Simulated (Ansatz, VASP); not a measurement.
YPtC6N6 in VASP and in Ansatz

Contents of INCAR:

```
PREC = Accurate
ENCUT = 600
EDIFF = 1E-6
ISMEAR = 0
SIGMA = 0.1
LREAL = False
LASPH = True
NELM = 200
ALGO = Normal
ISIF = 2
LWAVE = False
LCHARG = False
ISPIN = 2
MAGMOM = 0 1 0 0 0 0 0 0 0 0 0 0 0 0
LORBIT = 11
LMAXMIX = 4
GGA = PE
NBANDS = 54
GGA_COMPAT = False
```

Contents of KPOINTS:

```
Automatic mesh
0
Gamma
  4 4 4
```

File POSCAR:

```
YPtC6N6
1.0
    0.0000000000      5.5834356350      5.5834356350
    5.5834356350      0.0000000000      5.5834356350
    5.5834356350      5.5834356350      0.0000000000
Y Pt C N
1 1 6 6
Direct
    0.5000000000      0.5000000000      0.5000000000
    0.0000000000      0.0000000000      0.0000000000
    0.8167635453      0.1832364547      0.1832364547
    0.1832364547      0.8167635453      0.1832364547
    0.1832364547      0.1832364547      0.8167635453
    0.1832364547      0.8167635453      0.8167635453
    0.8167635453      0.1832364547      0.8167635453
    0.8167635453      0.8167635453      0.1832364547
    0.7122684075      0.2877315925      0.2877315925
    0.2877315925      0.7122684075      0.2877315925
    0.2877315925      0.2877315925      0.7122684075
    0.2877315925      0.7122684075      0.7122684075
    0.7122684075      0.2877315925      0.7122684075
    0.7122684075      0.7122684075      0.2877315925
```

Input for Ansatz:

```yaml
crystal:
  lattice:
    - [0.0, 5.583435635, 5.583435635]
    - [5.583435635, 0.0, 5.583435635]
    - [5.583435635, 5.583435635, 0.0]
  atoms:
    - { symbol: "Y", position: [0.5, 0.5, 0.5] }
    - { symbol: Pt, position: [0.0, 0.0, 0.0], spin: 1.0 }
    - { symbol: C, position: [0.8167635453, 0.1832364547, 0.1832364547] }
    - { symbol: C, position: [0.1832364547, 0.8167635453, 0.1832364547] }
    - { symbol: C, position: [0.1832364547, 0.1832364547, 0.8167635453] }
    - { symbol: C, position: [0.1832364547, 0.8167635453, 0.8167635453] }
    - { symbol: C, position: [0.8167635453, 0.1832364547, 0.8167635453] }
    - { symbol: C, position: [0.8167635453, 0.8167635453, 0.1832364547] }
    - { symbol: "N", position: [0.7122684075, 0.2877315925, 0.2877315925] }
    - { symbol: "N", position: [0.2877315925, 0.7122684075, 0.2877315925] }
    - { symbol: "N", position: [0.2877315925, 0.2877315925, 0.7122684075] }
    - { symbol: "N", position: [0.2877315925, 0.7122684075, 0.7122684075] }
    - { symbol: "N", position: [0.7122684075, 0.2877315925, 0.7122684075] }
    - { symbol: "N", position: [0.7122684075, 0.7122684075, 0.2877315925] }
basis:
  ecutwfc: 420
kpoints:
  mp_grid: { grid: [4, 4, 4] }
hamiltonian:
  xc: pbe
scf:
  occupations: { method: gaussian, width: 0.1 }
  lower_state_search: "off"
output:
  forces: true
  stress: true
  eigenvalues: true
  populations: true
magnetization:
  spin_polarized: true
```

Alike in both runs: task single point; functional PBE; k mesh 4 × 4 × 4; occupations gaussian, width 0.1 eV; collinear spin.

|  | VASP | Ansatz |
| --- | --- | --- |
| version | VASP 6.6.1 | Ansatz 0.2.0 |
| potentials or method | VASP PAW PBE potentials, release 64 (Y_sv, Pt, C, N), cutoff 600 eV | scalar-relativistic, plane waves, PAW |
| valence electrons in the cell | 75 | 83 |

|  | VASP | Ansatz | Ansatz less VASP |
| --- | --- | --- | --- |
| gap on the k mesh at the Fermi level (eV) | none | none | - |
| pressure (GPa) | 0.7 | 0.4 | -0.27 |
| rms of the force components (eV/Å) | 0.162 | 0.046 | -0.1154 |
| net moment per atom (μB) | 0.07 | 0.07 | 0.000 |
| size of the moment on the site where the two differ most (μB) | 0.17 | 0.08 | -0.081 |

Site moments also hang on the region over which each program counts them. Atom by atom the forces differ by 0.199 eV/Å (rms over components). A gap of «none» marks a metal or a gap that the smearing closes. One of these differences is far larger than is usual between the two programs; its cause wasn't traced. VASP's potentials hold 75 valence electrons a cell and Ansatz's 83, so a difference there can come from the potentials and not from the codes.

Neither program's run includes spin-orbit coupling. Noted on VASP's run: the standard files for N, O and F lose accuracy on very short bonds.
